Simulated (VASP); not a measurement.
**LiSe4: relaxation of cell and atoms with PBE+D3(BJ)**

LiSe4:

```
Li Se
1.0
     5.37752    0.00000    0.00000
     0.00000    5.37752    0.00000
     0.00000    0.00000    2.67302
Li Se
1 4
Direct
  0.50000 0.50000 0.50000
  0.25000 0.75000 0.00000
  0.25000 0.25000 0.00000
  0.75000 0.75000 0.00000
  0.75000 0.25000 0.00000
```

```
Program                : VASP 6.6.1
Task                   : relaxation of cell and atoms
Functional             : PBE
Dispersion             : D3(BJ)
Potentials or basis    : VASP PAW PBE potentials, release 64 (Li_sv, Se)
Cutoff                 : 600 eV
k mesh                 : 4 × 4 × 6
Occupations            : gaussian, width 0.1 eV
Spin                   : no spin polarisation
Dipole correction      : no
Further INCAR settings : ALGO = Fast; EDIFF = 1e-07; IBRION = 2; EDIFFG = -0.04; NSW = 90; ISIF = 3
```

```json
{
  "Relaxed volume": "21.74 Å³/atom",
  "Relaxed cell": "a = 5.407 Å, b = 5.407 Å, c = 3.718 Å, α = 90.00°, β = 90.00°, γ = 90.00°",
  "Space group after relaxing (to 0.1 Å)": "P4/mmm (No. 123)",
  "Energy gained by relaxing": "554.0 meV/atom",
  "Ionic steps": "22",
  "Pressure after relaxing": "0.0 GPa",
  "Largest force after relaxing": "0.027 eV/Å",
  "Dispersion energy per atom": "-0.332 eV"
}
```

Forces in eV/Å, atoms in the order of the input:
```
Li   0.000  0.000  0.000
Se   0.019 -0.019  0.000
Se   0.019  0.019  0.000
Se  -0.019 -0.019  0.000
Se  -0.019  0.019  0.000
```

Stress tensor (GPa, compression positive):
```
 0.12  0.00  0.00
 0.00  0.12  0.00
 0.00  0.00 -0.25
```

Step by step:
```
step  energy change (eV)  largest force (eV/Å)  pressure (GPa)  volume (Å³)
   1              0.0000                1.4184           30.46        77.30
   2             -1.7109                0.1636           -6.71       114.93
   3             -1.9957                0.3016           -0.76       101.12
   4             -1.9960                0.2915           -1.13       101.72
   5             -2.1324                0.1269           -0.43       100.79
   6             -2.4535                0.6699            4.96        97.30
   7             -2.3558                1.0826            8.90        95.61
   8             -2.4554                0.7670            5.73        96.93
   9             -2.5031                0.8412            5.77        97.73
  10             -2.5384                0.8180            5.91        98.90
  11             -2.5089                0.9689            6.66       101.09
  12             -2.5465                0.8244            6.07        99.69
  13             -2.6338                0.6628            4.21       101.89
  14             -2.7454                0.3161           -0.04       108.12
  15             -2.7474                0.2767           -0.54       109.02
  16             -2.7474                0.2685           -0.65       109.21
  17             -2.7544                0.2306           -0.53       109.10
  18             -2.7676                0.1120           -0.14       108.78
  19             -2.7561                0.1460            0.88       108.10
  20             -2.7696                0.0456            0.11       108.59
  21             -2.7696                0.0409            0.12       108.58
  22             -2.7702                0.0270            0.00       108.71
```

Final structure:
```
Li Se
1.0
     5.40715    0.00000    0.00000
     0.00000    5.40715    0.00000
     0.00000    0.00000    3.71823
Li Se
1 4
Direct
  0.50000 0.50000 0.50000
  0.24243 0.75757 0.00000
  0.24243 0.24243 0.00000
  0.75757 0.75757 0.00000
  0.75757 0.24243 0.00000
```

Levels at points of the mesh, in eV from the Fermi level:
```tsv
k point	band 9	band 10	band 11	band 12	band 13	band 14	band 15	band 16	band 17
(0.00, 0.00, 0.00)	-4.48	-2.68	-0.35	-0.35	1.68	3.09	3.09	3.63	5.02
(0.50, 0.00, 0.00)	-2.35	-1.77	-1.71	-0.71	-0.10	0.44	0.57	3.82	3.96
(0.50, 0.50, 0.00)	-1.94	-1.39	-1.30	-1.30	-1.22	-0.91	-0.90	-0.73	-0.73
(0.00, 0.00, 0.50)	-4.13	-4.13	-2.77	-2.77	-0.20	3.35	3.35	3.77	3.86
(0.50, 0.00, 0.50)	-4.15	-2.61	-2.07	-1.87	-1.66	-0.46	0.27	4.01	4.23
(0.50, 0.50, 0.50)	-3.10	-2.07	-1.83	-1.83	-1.60	-1.19	-1.07	-0.94	-0.94
```

Run time: 23 min on 1 thread of Intel(R) Xeon(R) Platinum 8259CL CPU @ 2.50GHz (Skylake/Cascade Lake), on a shared host, peak memory 0.26 GiB.

Caveat: the k points lie up to 0.29 Å⁻¹ apart in the final cell; the cutoff is under 1.25 times the usual one of these potentials, so pressure, stress and relaxed cells hold a basis-set (Pulay) error; the volume moved by over 15 % at a fixed basis, so the end points are rough; the highest band is partly filled, so the run has too few bands.
